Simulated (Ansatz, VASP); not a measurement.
**Mo: VASP beside Ansatz**

Contents of INCAR:

```
PREC     = Accurate       # precision mode
ENCUT    = 520            # plane-wave cutoff, eV
EDIFF    = 1E-7           # SCF threshold, eV
ISMEAR   = 0              # smearing method
SIGMA    = 0.15           # smearing width, eV
LREAL    = False          # projectors in reciprocal space
LASPH    = True           # aspherical terms in the spheres
NELM     = 100            # most SCF steps
ALGO     = Fast           # electronic algorithm
ISIF     = 2              # what is computed and relaxed
LWAVE    = False          # write WAVECAR
LCHARG   = False          # write CHGCAR
GGA      = PE             # functional
NBANDS   = 13             # bands
```

File KPOINTS:

```
regular mesh
0
Gamma
  22 22 22
```

The input POSCAR:

```
Mo
1.0
   -1.5710000000      1.6416950000      1.5710000000
    1.5710000000     -1.6416950000      1.5710000000
    1.5710000000      1.6416950000     -1.5710000000
Mo
1
Direct
    0.0000000000      0.0000000000      0.0000000000
```

Input for Ansatz:

```yaml
crystal:
  lattice:
    - [-1.571, 1.641695, 1.571]
    - [1.571, -1.641695, 1.571]
    - [1.571, 1.641695, -1.571]
  atoms:
    - { symbol: Mo, position: [0.0, 0.0, 0.0] }
basis:
  ecutwfc: 420
kpoints:
  mp_grid: { grid: [22, 22, 22] }
hamiltonian:
  xc: pbe
scf:
  occupations: { method: gaussian, width: 0.15 }
output:
  forces: true
  stress: true
  eigenvalues: true
```

Change from the starting cell: strain +0.0450 x Voigt [0, 1, 0, 0, 0, 0], atoms carried along.

Alike in both runs: task single point; functional PBE; k mesh 22 × 22 × 22; occupations gaussian, width 0.15 eV; no spin polarisation.

```csv
,VASP,Ansatz
version,VASP 6.6.1,Ansatz 0.2.0
potentials or method,"VASP PAW PBE potentials, release 64 (Mo_sv), cutoff 520 eV","scalar-relativistic, plane waves, PAW"
valence electrons in the cell,14,14
```

```tsv
	VASP	Ansatz	Ansatz less VASP
gap on the k mesh at the Fermi level (eV)	none	none	-
pressure (GPa)	-5.7	-6.1	-0.45
traceless stress, the component that is largest in VASP (GPa)	-7.90	-7.91	-0.005
```

A gap of «none» marks a metal or a gap that the smearing closes. With one functional, cell and mesh, what is left measures potentials, basis and numerics.
